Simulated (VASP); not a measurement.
Set up this calculation in VASP 6.6.1, as the native input.

```
Task                   : single point
Functional             : PBE
Dispersion             : D3(BJ)
Potentials or basis    : VASP PAW PBE potentials, release 64 (W_sv, Se)
Cutoff                 : 520 eV
k mesh                 : 12 × 12 × 2
Occupations            : gaussian, width 0.02 eV
Spin                   : no spin polarisation
Dipole correction      : no
Further INCAR settings : ALGO = Normal; EDIFF = 1e-06; NBANDS = 35
```

The structure of WSe2 lies in POSCAR:

```
WSe2
1.0
    3.3775489838      0.0000000000      0.0000000000
   -1.6887744919      2.9250432225      0.0000000000
    0.0000000000      0.0000000000     12.6468028015
W Se
2 4
Direct
    0.6666666667      0.3333333333      0.2500000000
    0.3333333333      0.6666666667      0.7500000000
    0.3333333333      0.6666666667      0.3803493355
    0.6666666667      0.3333333333      0.8803493355
    0.3333333333      0.6666666667      0.1196506645
    0.6666666667      0.3333333333      0.6196506645
```

This cell differs from its parent crystal: biaxial strain in the a-b plane: +3.0 %, then relaxed in part.

One way to write it, as run:

INCAR

```
PREC     = Accurate       # precision mode
ENCUT    = 520            # plane-wave cutoff, eV
EDIFF    = 1E-6           # SCF threshold, eV
ISMEAR   = 0              # smearing method
SIGMA    = 0.02           # smearing width, eV
LREAL    = False          # projectors in reciprocal space
LASPH    = True           # aspherical terms in the spheres
NELM     = 60             # most SCF steps
ALGO     = Normal         # electronic algorithm
ISIF     = 2              # what is computed and relaxed
LWAVE    = False          # write WAVECAR
LCHARG   = True           # write CHGCAR
GGA      = PE             # functional
IVDW     = 12             # dispersion correction
LELF     = True           # ELF
LVHAR    = True         
NBANDS   = 35             # bands
```

KPOINTS

```
regular mesh
0
Gamma
  12 12 2
```

Potentials or basis: VASP PAW PBE potentials, release 64 (W_sv, Se).

Run with:

```sh
$ cat potpaw_PBE.64/W_sv/POTCAR potpaw_PBE.64/Se/POTCAR > POTCAR
$ mpirun -np 1 vasp_std > vasp.out
```

It gave:

The pressure is -3.9 GPa, the largest force is 0.043 eV/Å and the band gap on the k mesh is 0.80 eV (least direct gap 1.23 eV). The dispersion energy per atom is -0.453 eV.

Caveat: the cell differs from its parent crystal (biaxial strain in the a-b plane: +3.0 %, then relaxed in part); the cell stands under tension; spin-orbit coupling is left out, which moves the levels of the heavy elements.

Wall time 87 s on 1 thread of Intel(R) Xeon(R) 6975P-C (Granite Rapids), on a shared host, peak memory 0.33 GiB.
